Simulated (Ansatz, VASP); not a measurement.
## One calculation of Ba, two programs

```xyz
1
Lattice="3.7014 0.0000 0.0000 0.0000 3.7014 0.0000 0.0000 0.0000 3.7014" Properties=species:S:1:pos:R:3 pbc="T T T"
Ba    0.0000    0.0000    0.0000
```

Alike in both runs: task single point; functional LDA; k mesh 10 × 10 × 10; occupations fermi-dirac, width 0.1 eV; no spin polarisation.

|  | VASP | Ansatz |
| --- | --- | --- |
| version | VASP 6.6.1 | Ansatz 0.2.0 |
| potentials or method | VASP PAW LDA potentials, release 64 (Ba_sv), cutoff 520 eV | plane waves (420 eV) with PAW, scalar-relativistic |
| valence electrons in the cell | 10 | 10 |

```csv
,VASP,Ansatz,Ansatz less VASP
pressure (GPa),0.3,0.0,-0.24
```

Ansatz warns that its potentials were made for another functional, while VASP's fit it. LDA's correlation is that of Perdew and Zunger in VASP and of Perdew and Wang (1992) in Ansatz.

Neither program's run includes spin-orbit coupling.
